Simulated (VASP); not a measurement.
# BiN (F-43m) in VASP: further runs

BiN is run at these levels: PBE, LDA; tasks: single point.

Everything below comes from runs of VASP 6.6.1. Logs are shortened: lines on timing, memory, paths and dates and some standing lists are left out, and cuts for length are marked.

### 1 The cell of the first run

It takes space group F-43m (No. 216, cubic). Conventional cell: a = 5.515 Å, b = 5.515 Å, c = 5.515 Å, α = 90.00°, β = 90.00°, γ = 90.00°. Within 3.2 Å of Bi (site symmetry -43m) lie 4 N at 2.39 Å. N (site symmetry -43m) has 4 Bi at 2.39 Å within 3.2 Å.

### 2 Single point, PBE (volume scaled by 0.980)

INCAR reads:

```
SYSTEM = BiN
PREC     = Accurate       ! precision mode
ENCUT    = 520            ! plane-wave cutoff, eV
EDIFF    = 1E-6           ! SCF threshold, eV
ISMEAR   = 0              ! smearing method
SIGMA    = 0.05           ! smearing width, eV
LREAL    = .False.        ! projectors in reciprocal space
LASPH    = .True.         ! aspherical terms in the spheres
NELM     = 100            ! most SCF steps
ALGO     = Normal         ! electronic algorithm
ISIF     = 2              ! what is computed and relaxed
LWAVE    = .False.        ! write WAVECAR
LCHARG   = .False.        ! write CHGCAR
GGA      = PE             ! functional
NBANDS   = 17             ! bands
```

KPOINTS reads:

```
Automatic mesh
0
Gamma
  10 10 10
  0 0 0
```

POSCAR reads:

```
BiN
1.0
    0.0000000000      2.7574718311      2.7574718311
    2.7574718311      0.0000000000      2.7574718311
    2.7574718311      2.7574718311      0.0000000000
Bi N
1 1
Direct
    0.0000000000      0.0000000000      0.0000000000
    0.2500000000      0.2500000000      0.2500000000
```

Potentials or basis: VASP PAW PBE potentials, release 64 (Bi_d, N).

Started as:

```bash
$ cat potpaw_PBE.64/Bi_d/POTCAR potpaw_PBE.64/N/POTCAR > POTCAR
$ mpirun -np 1 vasp_std > vasp.out
```

OUTCAR:

```text
SYSTEM = BiN
   PREC = Accurate
   ENCUT = 520
   EDIFF = 1E-6
   ISMEAR = 0
   LREAL = .False.
   LASPH = .True.
   NELM = 100
   ISIF = 2
   GGA = PE

 ion  position               nearest neighbor table
   1  0.000  0.000  0.000-   2 2.39   2 2.39   2 2.39   2 2.39
   2  0.250  0.250  0.250-   1 2.39   1 2.39   1 2.39   1 2.39

  LATTYP: Found a face centered cubic cell.
 ALAT       =     5.5149436622

  Lattice vectors:

 A1 = (   0.0000000000,   2.7574718311,   2.7574718311)
 A2 = (   2.7574718311,   0.0000000000,   2.7574718311)
 A3 = (   2.7574718311,   2.7574718311,   0.0000000000)

Analysis of symmetry for initial positions (statically):
=====================================================================
 Subroutine PRICEL returns:
 Original cell was already a primitive cell.

 Routine SETGRP: Setting up the symmetry group for a
 face centered cubic supercell.

 Subroutine GETGRP returns: Found 24 space group operations
 (whereof 24 operations were pure point group operations)
 out of a pool of 48 trial point group operations.

The static configuration has the point symmetry T_d .

Analysis of symmetry for dynamics (positions and initial velocities):
=====================================================================
 Subroutine PRICEL returns:
 Original cell was already a primitive cell.

 Routine SETGRP: Setting up the symmetry group for a
 face centered cubic supercell.

 Subroutine GETGRP returns: Found 24 space group operations
 (whereof 24 operations were pure point group operations)
 out of a pool of 48 trial point group operations.

The dynamic configuration has the point symmetry T_d .

 Subroutine INISYM returns: Found 24 space group operations
 (whereof 24 operations are pure point group operations),
 and found     1 'primitive' translations

----------------------------------------------------------------------------------------

                                     Primitive cell

  volume of cell :      41.9337

  direct lattice vectors                    reciprocal lattice vectors
     0.000000000  2.757471831  2.757471831    -0.181325515  0.181325515  0.181325515
     2.757471831  0.000000000  2.757471831     0.181325515 -0.181325515  0.181325515
     2.757471831  2.757471831  0.000000000     0.181325515  0.181325515 -0.181325515

  length of vectors
     3.899654061  3.899654061  3.899654061     0.314065005  0.314065005  0.314065005

  position of ions in fractional coordinates (direct lattice)
     0.000000000  0.000000000  0.000000000
     0.250000000  0.250000000  0.250000000

  ion indices of the primitive-cell ions
   primitive index   ion index
                 1           1
                 2           2

----------------------------------------------------------------------------------------

 KPOINTS: Automatic mesh

Automatic generation of k-mesh.
 Grid dimensions read from file:
 generate k-points for:   10   10   10

 Generating k-lattice:

  Cartesian coordinates                     Fractional coordinates (reciprocal lattice)
    -0.018132552  0.018132552  0.018132552     0.100000000  0.000000000  0.000000000
     0.018132552 -0.018132552  0.018132552     0.000000000  0.100000000  0.000000000
     0.018132552  0.018132552 -0.018132552     0.000000000  0.000000000  0.100000000

  Length of vectors
     0.031406500  0.031406500  0.031406500

  Shift w.r.t. Gamma in fractional coordinates (k-lattice)
     0.000000000  0.000000000  0.000000000

 Subroutine IBZKPT returns following result:
 ===========================================

 Found     47 irreducible k-points:

 Following reciprocal coordinates:
            Coordinates               Weight
  0.000000  0.000000  0.000000      1.000000
  0.100000  0.000000  0.000000      8.000000
  0.200000  0.000000  0.000000      8.000000
  0.300000  0.000000  0.000000      8.000000
  0.400000  0.000000  0.000000      8.000000
  0.500000  0.000000  0.000000      4.000000
[... 16 lines left out ...]
  0.300000  0.300000  0.000000      6.000000
  0.400000  0.300000  0.000000     24.000000
 [... further k-points ...]
   k-points           NKPTS =     47   k-points in BZ     NKDIM =     47   number of bands    NBANDS=     17
   number of dos      NEDOS =    301   number of ions     NIONS =      2
   total plane-waves  NPLWV =  27000
   dimension x,y,z NGX =    30 NGY =   30 NGZ =   30
   dimension x,y,z NGXF=    60 NGYF=   60 NGZF=   60
   ions per type =               1   1
   NGX,Y,Z   is equivalent  to a cutoff of  12.79, 12.79, 12.79 a.u.
   NGXF,Y,Z  is equivalent  to a cutoff of  25.58, 25.58, 25.58 a.u.
 SYSTEM =  BiN
   PREC   = accura    normal or accurate (medium, high low for compatibility)
   ISTART =      0    job   : 0-new  1-cont  2-samecut
   ICHARG =      2    charge: 1-file 2-atom 10-const
   ISPIN  =      1    spin polarized calculation?
   LNONCOLLINEAR =      F non collinear calculations
   LSORBIT =      F    spin-orbit coupling
   LASPH  =      T    aspherical Exc in radial PAW
   ENCUT  =  520.0 eV  38.22 Ry    6.18 a.u.   7.25  7.25  7.25*2*pi/ulx,y,z
   NELM   =    100;   NELMIN=  2; NELMDL= -5     # of ELM steps
   EDIFF  = 0.1E-05   stopping-criterion for ELM
   LREAL  =      F    real-space projection
   EDIFFG = 0.1E-04   stopping-criterion for IOM
   NSW    =      0    number of steps for IOM
   IBRION =     -1    ionic relax: 0-MD 1-quasi-New 2-CG
   NFREE  =      0    steps in history (QN), initial steepest desc. (CG)
   ISIF   =      2    stress and relaxation
   ISYM   =      2    0-nonsym 1-usesym 2-fastsym
   POTIM  = 0.5000    time-step for ionic-motion
   TEBEG  =    0.0;   TEEND  =   0.0 temperature during run
   PSTRESS=    0.0 pullay stress
   NELECT =      20.0000    total number of electrons
   NUPDOWN=      -1.0000    fix difference up-down
   EMIN   =  10.00;   EMAX   =-10.00  energy-range for DOS
   EFERMI =   0.00;   METHOD = LEGACY
   ISMEAR =     0;   SIGMA  =   0.05  broadening in eV -4-tet -1-fermi 0-gaus
   EFERMI_NEDOS =   21; number of points for ismear=-14 and -15
   IALGO  =     38    algorithm
   IMIX   =      4    mixing-type and parameters
     AMIX     =   0.40;   BMIX     =  1.00
     AMIX_MAG =   1.60;   BMIX_MAG =  1.00
  volume/ion in A,a.u.               =      20.97       141.49
  Fermi-wavevector in a.u.,A,eV,Ry     =   1.279078  2.417107 22.259688  1.636041
  Thomas-Fermi vector in A             =   2.411584
   LORBIT       =      0    0 simple, 1 ext, 2 COOP (PROOUT), +10 PAW based schemes
   GGA     = PE    functional components
   LHFCALC =     F    Hartree Fock is set to
   AEXX    =    0.0000 exact exchange contribution
   IVDW    =     0    specifies the selected vdW correction
   LEPSILON=     F    determine dielectric tensor
   LRPA    =     F    only Hartree local field effects (RPA)
 non-spin polarized calculation
 Gauss-broadening in eV      SIGMA  =   0.05
  energy-cutoff  :      520.00
  volume of cell :       41.93
 maximum number of plane-waves:      1158
 NGX is ok and might be reduce to    30
   NGX = 15   NGY = 15   NGZ = 15

 number of electron      20.0000002 magnetization

 Free energy of the ion-electron system (eV)
  ---------------------------------------------------
  ext. energy  EPLUGINS =         0.00000000
  ---------------------------------------------------
  free energy    TOTEN  =       -10.54315173 eV

  energy without entropy =      -10.54234963  energy(sigma->0) =      -10.54275068

 E-fermi :   6.4698     XC(G=0):  -9.9215

 val. band max:        6.4590485975   @ k =  -0.4000   0.4000   0.2000
 cond. band min:       6.5179409075   @ k =   0.3000   0.3000   0.0000
 fundamental gap:      0.0588923100
 Fermi energy:         6.4698252159

 k-point     1 :       0.0000    0.0000    0.0000
  band No.  band energies     occupation
      1     -16.5503      2.00000
      2     -16.5503      2.00000
      3     -16.5503      2.00000
      4     -16.4996      2.00000
      5     -16.4996      2.00000
      6      -9.4358      2.00000
[... 9 lines left out ...]
     16      17.4044      0.00000
     17      17.4044      0.00000

 k-point     2 :       0.1000    0.0000    0.0000
  band No.  band energies     occupation
      1     -16.5528      2.00000
      2     -16.5468      2.00000
      3     -16.5468      2.00000
      4     -16.4994      2.00000
      5     -16.4994      2.00000
      6      -9.3264      2.00000
[... 9 lines left out ...]
     16      16.9694      0.00000
     17      16.9694      0.00000

 k-point     3 :       0.2000    0.0000    0.0000
  band No.  band energies     occupation
      1     -16.5596      2.00000
      2     -16.5397      2.00000
      3     -16.5397      2.00000
      4     -16.4969      2.00000
      5     -16.4969      2.00000
      6      -9.0108      2.00000
[... 9 lines left out ...]
     16      16.5482      0.00000
     17      17.0340      0.00000

 k-point     4 :       0.3000    0.0000    0.0000
  band No.  band energies     occupation
      1     -16.5684      2.00000
      2     -16.5357      2.00000
      3     -16.5357      2.00000
      4     -16.4889      2.00000
      5     -16.4889      2.00000
      6      -8.5387      2.00000
[... 9 lines left out ...]
     16      16.6029      0.00000
     17      18.2393      0.00000
[... 343 lines left out ...]
      1     -16.5697      2.00000
      2     -16.5319      2.00000
      3     -16.5240      2.00000
      4     -16.5017      2.00000
      5     -16.4848      2.00000
      6      -8.3717      2.00000
[... 9 lines left out ...]
     16      16.5339      0.00000
     17      19.4520      0.00000

 k-point    23 :       0.3000    0.3000    0.0000
  band No.  band energies     occupation
      1     -16.6011      2.00000
      2     -16.5191      2.00000
      3     -16.5014      2.00000
      4     -16.5014      2.00000
      5     -16.4822      2.00000
      6      -8.2093      2.00000
[... 9 lines left out ...]
     16      19.8920      0.00000
     17      20.5728      0.00000

 k-point    24 :       0.4000    0.3000    0.0000
  band No.  band energies     occupation
      1     -16.6071      2.00000
      2     -16.5226      2.00000
      3     -16.4955      2.00000
      4     -16.4936      2.00000
      5     -16.4764      2.00000
      6      -7.7914      2.00000
[... 9 lines left out ...]
     16      19.6802      0.00000
     17      20.4313      0.00000

 [... further k-points ...]

------------------------ aborting loop because EDIFF is reached ----------------------------------------

  FORCE on cell =-STRESS in cart. coord.  units (eV):
  Direction    XX          YY          ZZ          XY          YZ          ZX
  --------------------------------------------------------------------------------------
  -------------------------------------------------------------------------------------
  Total        0.4658796      0.4658796      0.4658796     -0.0000000      0.0000000     -0.0000000
  in kB       17.8000406     17.8000406     17.8000406     -0.0000000      0.0000000     -0.0000000
  external PRESSURE =      17.8000406 kB  Pullay stress =       0.0000000 kB

 VOLUME and BASIS-vectors are now :
 -----------------------------------------------------------------------------
  energy-cutoff  :      520.00
  volume of cell :       41.93
      direct lattice vectors                 reciprocal lattice vectors
     0.000000000  2.757471831  2.757471831    -0.181325515  0.181325515  0.181325515
     2.757471831  0.000000000  2.757471831     0.181325515 -0.181325515  0.181325515
     2.757471831  2.757471831  0.000000000     0.181325515  0.181325515 -0.181325515

 POSITION                                       TOTAL-FORCE (eV/Angst)
 -----------------------------------------------------------------------------------
      0.00000      0.00000      0.00000         0.000000      0.000000      0.000000
      1.37874      1.37874      1.37874        -0.000000     -0.000000     -0.000000
 -----------------------------------------------------------------------------------
    total drift:                               -0.000000     -0.000000     -0.000000

  FREE ENERGIE OF THE ION-ELECTRON SYSTEM (eV)
  ---------------------------------------------------
  free  energy   TOTEN  =       -10.5431517324 eV

  energy  without entropy=      -10.5423496281  energy(sigma->0) =      -10.54275068
```

Wall time 58 s (1 thread of Intel Xeon Platinum 8488C (Sapphire Rapids), shared host); peak memory 0.18 GiB.

Results:

| Item | Value |
| --- | --- |
| Free energy | -10.5432 eV |
| Pressure | 1.8 GPa |
| Band gap on the k mesh | zero (band 10 reaches 6.76 eV, above the bottom of band 11 at 6.15 eV) |

Caveat: the cell differs from its parent crystal (volume scaled by 0.980); spin-orbit coupling is left out, which moves the levels of the heavy elements.

### 3 Single point, PBE

This run uses another cell than the first one, of 21.39 Å³/atom, 1.020 times its volume.

INCAR reads:

```
PREC = Accurate ; ENCUT = 520
EDIFF = 1E-6 ; ISMEAR = 0
SIGMA = 0.05 ; LREAL = F
LASPH = T ; NELM = 80
ALGO = Normal ; ISIF = 2
LWAVE = F ; LCHARG = F
GGA = PE ; NBANDS = 17
```

KPOINTS reads:

```
regular mesh
0
Gamma
  10 10 10
```

POSCAR reads:

```
BiN
1.0
    0.0000000000      2.7761039627      2.7761039627
    2.7761039627      0.0000000000      2.7761039627
    2.7761039627      2.7761039627      0.0000000000
Bi N
1 1
Direct
    0.0000000000      0.0000000000      0.0000000000
    0.2500000000      0.2500000000      0.2500000000
```

Potentials or basis: VASP PAW PBE potentials, release 64 (Bi_d, N).

Started as:

```bash
$ cat potpaw_PBE.64/Bi_d/POTCAR potpaw_PBE.64/N/POTCAR > POTCAR
$ mpirun -np 1 vasp_std > vasp.out
```

It took 48 s on 1 thread of Intel Xeon Platinum 8488C (Sapphire Rapids), shared host; peak memory 0.18 GiB.

The run converged. Its results:

```yaml
Free_energy: -10.5484 eV
Pressure: 0.0 GPa
Band_gap_on_the_k_mesh: zero (band 10 reaches 6.50 eV, above the bottom of band 11 at 5.91 eV)
```

Levels at points of the mesh, in eV from the Fermi level:
```tsv
k point	band 6	band 7	band 8	band 9	band 10	band 11	band 12	band 13	band 14	band 15
(0.00, 0.00, 0.00)	-15.72	-7.19	-1.98	-1.98	-1.98	2.99	2.99	2.99	6.25	10.91
(0.50, 0.00, 0.00)	-14.14	-10.07	-2.90	-2.79	-2.79	2.94	3.71	3.71	7.55	10.80
(0.50, 0.50, 0.00)	-13.40	-10.73	-3.98	-3.98	-0.76	-0.30	5.45	5.45	5.94	10.39
```

Caveat: spin-orbit coupling is left out, which moves the levels of the heavy elements.

### 4 Single point, LDA

This run uses another cell than the first one, of 21.39 Å³/atom, 1.020 times its volume.

INCAR reads:

```
ALGO     = Normal         # electronic algorithm
EDIFF    = 1E-6           # SCF threshold, eV
ENCUT    = 520            # plane-wave cutoff, eV
ISIF     = 2              # what is computed and relaxed
ISMEAR   = 0              # smearing method
LASPH    = T              # aspherical terms in the spheres
LCHARG   = F              # write CHGCAR
LREAL    = F              # projectors in reciprocal space
LWAVE    = F              # write WAVECAR
NBANDS   = 17             # bands
NELM     = 80             # most SCF steps
PREC     = Accurate       # precision mode
SIGMA    = 0.05           # smearing width, eV
```

KPOINTS reads:

```
k-points
0
Gamma
  10 10 10
```

POSCAR is that of step 3.

Potentials or basis: VASP PAW LDA potentials, release 64 (Bi_d, N).

Started as:

```bash
$ cat potpaw_LDA.64/Bi_d/POTCAR potpaw_LDA.64/N/POTCAR > POTCAR
$ mpirun -np 1 vasp_std > vasp.out
```

It took 48 s on 1 thread of Intel Xeon Platinum 8488C (Sapphire Rapids), shared host; peak memory 0.16 GiB.

Results (log left out):

```
Free energy            : -11.9694 eV
Pressure               : -5.2 GPa
Band gap on the k mesh : zero (band 10 reaches 6.21 eV, above the bottom of band 11 at 5.60 eV)
```

Levels at points of the mesh, in eV from the Fermi level:
```
           k point  band 6  band 7  band 8  band 9  band 10  band 11  band 12  band 13  band 14  band 15
(0.00, 0.00, 0.00)  -15.60   -7.03   -1.97   -1.97    -1.97     2.92     2.92     2.92     6.17    10.83
(0.50, 0.00, 0.00)  -13.95  -10.04   -2.90   -2.80    -2.80     2.91     3.65     3.65     7.47    10.71
(0.50, 0.50, 0.00)  -13.14  -10.76   -4.01   -4.01    -0.78    -0.32     5.39     5.39     5.82    10.38
```

Caveat: spin-orbit coupling is left out, which moves the levels of the heavy elements.

### 5 Summary

```csv
level,potentials or basis,cell,gap on the mesh (eV),pressure (GPa)
PBE,"VASP PAW PBE potentials, release 64 (Bi_d, N)","a = 3.900 Å, angles 60.0°, 2 atoms",none,1.8
PBE,"VASP PAW PBE potentials, release 64 (Bi_d, N)","a = 3.926 Å, angles 60.0°, 2 atoms",none,0.0
LDA,"VASP PAW LDA potentials, release 64 (Bi_d, N)","a = 3.926 Å, angles 60.0°, 2 atoms",none,-5.2
```

Alike in all rows: task single point; no spin polarisation; k mesh 10 × 10 × 10; cutoff (eV) 520; smearing gaussian 0.05 eV.

Caveats: spin-orbit coupling is left out, which moves the levels of the heavy elements.

Absolute energies hang on the potentials; compare differences alone.
